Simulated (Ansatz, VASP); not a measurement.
# MoS2 in VASP and in Ansatz

INCAR

```
SYSTEM = MoS2
  PREC = Accurate
  ENCUT = 520
  EDIFF = 1E-7
  ISMEAR = -1
  SIGMA = 0.05
  LREAL = .FALSE.
  LASPH = .TRUE.
  NELM = 60
  ALGO = Normal
  ISIF = 2
  LWAVE = .FALSE.
  LCHARG = .TRUE.
  GGA = PS
  LELF = .TRUE.
  LVHAR = .TRUE.
  NBANDS = 64
```

File KPOINTS:

```
regular mesh
0
G
  10 10 1
  0 0 0
```

File POSCAR:

```
MoS2
1.0
    3.1837189491      0.0000000000      0.0000000000
   -1.5918594745      2.7571814884      0.0000000000
    0.0000000000      0.0000000000     34.4792384800
Mo S
4 8
Direct
    0.3333333333      0.6666666667      0.0935556300
    0.3333333333      0.6666666667      0.7209030300
    0.6666666667      0.3333333333      0.2790969700
    0.6666666667      0.3333333333      0.9064443700
    0.6666666667      0.3333333333      0.0485463000
    0.6666666667      0.3333333333      0.6759117500
    0.3333333333      0.6666666667      0.2340896600
    0.3333333333      0.6666666667      0.8614313100
    0.6666666667      0.3333333333      0.1385686900
    0.6666666667      0.3333333333      0.7659103400
    0.3333333333      0.6666666667      0.3240882500
    0.3333333333      0.6666666667      0.9514537000
```

Contents of input.yaml:

```yaml
crystal:
  lattice:
    - [3.1837189491, 0.0, 0.0]
    - [-1.5918594745, 2.7571814884, 0.0]
    - [0.0, 0.0, 34.47923848]
  atoms:
    - { symbol: Mo, position: [0.3333333333, 0.6666666667, 0.09355563] }
    - { symbol: Mo, position: [0.3333333333, 0.6666666667, 0.72090303] }
    - { symbol: Mo, position: [0.6666666667, 0.3333333333, 0.27909697] }
    - { symbol: Mo, position: [0.6666666667, 0.3333333333, 0.90644437] }
    - { symbol: S, position: [0.6666666667, 0.3333333333, 0.0485463] }
    - { symbol: S, position: [0.6666666667, 0.3333333333, 0.67591175] }
    - { symbol: S, position: [0.3333333333, 0.6666666667, 0.23408966] }
    - { symbol: S, position: [0.3333333333, 0.6666666667, 0.86143131] }
    - { symbol: S, position: [0.6666666667, 0.3333333333, 0.13856869] }
    - { symbol: S, position: [0.6666666667, 0.3333333333, 0.76591034] }
    - { symbol: S, position: [0.3333333333, 0.6666666667, 0.32408825] }
    - { symbol: S, position: [0.3333333333, 0.6666666667, 0.9514537] }
hamiltonian:
  xc: pbesol
  pseudopotentials: { kind: paw }
kpoints:
  mp_grid: { grid: [10, 10, 1] }
scf:
  occupations: { method: fermi_dirac, width: 0.05 }
output:
  forces: true
  stress: true
  eigenvalues: true
```

Alike in both runs: task single point; functional PBEsol; k mesh 10 × 10 × 1; occupations fermi-dirac, width 0.05 eV; no spin polarisation.

|  | VASP | Ansatz |
| --- | --- | --- |
| version | VASP 6.6.1 | Ansatz 0.2.0 |
| potentials or method | VASP PAW PBE potentials, release 64 (Mo_sv, S) | Ansatz PAW |
| plane-wave cutoff (eV) | 520 | 420 |
| valence electrons in the cell | 104 | 104 |

|  | VASP | Ansatz | Ansatz less VASP |
| --- | --- | --- | --- |
| gap on the k mesh at the Fermi level (eV) | 1.23 | 1.22 | -0.014 |
| least direct gap on the mesh (eV) | 1.88 | 1.87 | -0.004 |
| rms of the force components (eV/Å) | 0.061 | 0.062 | +0.0009 |

VASP's potentials were made for PBE, not for PBEsol. Atom by atom the forces differ by 0.001 eV/Å (rms over components). The functional is the same, so the differences come from potentials, cutoffs and numerics.
